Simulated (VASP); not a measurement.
Pd: single point with r2SCAN+rVV10

The system is Pd.

```
CELL_PARAMETERS angstrom
0.00000 1.94547 1.94547
1.94547 0.00000 1.94547
1.94547 1.94547 0.00000
ATOMIC_POSITIONS crystal
Pd 0.00000 0.00000 0.00000
```

```json
{
  "Program": "VASP 6.6.1",
  "Task": "single point",
  "Functional": "r2SCAN",
  "Dispersion": "rVV10",
  "Potentials or basis": "VASP PAW PBE potentials, release 64 (Pd_sv_GW)",
  "Cutoff": "690 eV",
  "k mesh": "15 × 15 × 15",
  "Occupations": "fermi-dirac, width 0.1 eV",
  "Spin": "no spin polarisation"
}
```

```yaml
Pressure: 0.3 GPa
Band_gap_on_the_k_mesh: zero (bands 9 and 10 overlap by 1.65 eV)
```

Levels at points of the mesh, in eV from the Fermi level:
```
           k point  band 7  band 8  band 9  band 10  band 11  band 12
(0.00, 0.00, 0.00)   -2.94   -2.94   -1.33    -1.33    17.73    22.66
```

Run time: 59 s on 1 thread of Intel(R) Xeon(R) 6975P-C (Granite Rapids), with other jobs on the host, peak memory 0.26 GiB.

Caveat: the PAW data sets were made with another functional, which shifts forces and pressure a little.
